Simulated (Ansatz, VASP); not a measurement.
**Be3ZnSe4: VASP beside Ansatz**

```
Be Zn Se
1.0
    -2.66119    2.66119    5.29809
     2.66119   -2.66119    5.29809
     2.66119    2.66119   -5.29809
Be Zn Se
3 1 4
Direct
  0.75000 0.25000 0.50000
  0.25000 0.75000 0.50000
  0.50000 0.50000 0.00000
  0.00000 0.00000 0.00000
  0.39813 0.86503 0.00000
  0.86503 0.39813 0.00000
  0.60187 0.60187 0.46690
  0.13497 0.13497 0.53310
```

Alike in both runs: functional PBE; k mesh 6 × 6 × 6; no spin polarisation.

Ansatz relaxed the structure, and its values are those at the end. VASP's run is a single point on that final structure, the one shown.

|  | VASP | Ansatz |
| --- | --- | --- |
| version | VASP 6.6.1 | Ansatz 0.2.0 |
| potentials or method | VASP PAW PBE potentials, release 64 (Be, Zn, Se), cutoff 520 eV | scalar-relativistic, plane waves, PAW |
| occupations | gaussian, width 0.01 eV | fixed |
| valence electrons in the cell | 42 | 82 |

Ansatz gave:

- gap on the k mesh at the Fermi level (eV): 2.73
- least direct gap on the mesh (eV): 2.73
- pressure (GPa): 0.0
- rms of the force components (eV/Å): 0.000

Estimate VASP's values.

gap on the k mesh at the Fermi level (eV): 2.73; least direct gap on the mesh (eV): 2.73; pressure (GPa): 0.2; rms of the force components (eV/Å): 0.004.

VASP's potentials hold 42 valence electrons a cell and Ansatz's 82, so a difference there can come from the potentials and not from the codes.
